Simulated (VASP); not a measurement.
**HfB: single point with PBE**

HfB:

```
Hf B
1.0
     0.00000    2.41688    2.41688
     2.24770    0.00000    2.41688
     2.24770    2.41688    0.00000
Hf B
1 1
Direct
  0.49852 0.50148 0.50148
  0.02441 0.97559 0.97559
```

This cell differs from its parent crystal: atoms displaced along a vibrational mode, the cell strained.

```yaml
Program: VASP 6.6.1
Task: single point
Functional: PBE
Potentials_or_basis: VASP PAW PBE potentials, release 64 (Hf_pv, B)
Cutoff: 520 eV
k_mesh: 16 × 16 × 16
Occupations: gaussian, width 0.15 eV
Spin: no spin polarisation
```

* Pressure: 17.5 GPa
* Largest force: 1.890 eV/Å
* Band gap on the k mesh: zero (an odd number of electrons rules out a gap without spin polarisation)

Forces on the atoms (eV/Å):
```
Hf  -1.890  0.000  0.000
B    1.890  0.000  0.000
```

Stress tensor (GPa, compression positive):
```
42.24  0.00  0.00
 0.00  5.19  0.00
 0.00  0.00  5.19
```

Levels at points of the mesh, in eV from the Fermi level:
```tsv
k point	band 5	band 6	band 7	band 8	band 9	band 10
(0.00, 0.00, 0.00)	1.62	1.62	2.69	3.28	3.54	3.89
(0.50, 0.00, 0.00)	-4.22	-1.43	-1.21	5.77	6.45	7.16
(0.50, 0.50, 0.00)	-1.36	-1.05	2.39	2.49	5.68	6.95
(0.00, 0.50, 0.50)	-1.04	-0.43	1.78	1.78	5.95	7.27
```

Wall time 61 s on 1 thread of Intel(R) Xeon(R) 6975P-C (Granite Rapids), with other jobs on the host, peak memory 0.27 GiB.

Caveat: the cell differs from its parent crystal (atoms displaced along a vibrational mode, the cell strained); the stress differs along the axes, from 5 to 42 GPa; spin-orbit coupling is left out, which moves the levels of the heavy elements; an odd number of electrons without spin polarisation forces a metal; a magnetic or distorted state may lie lower.
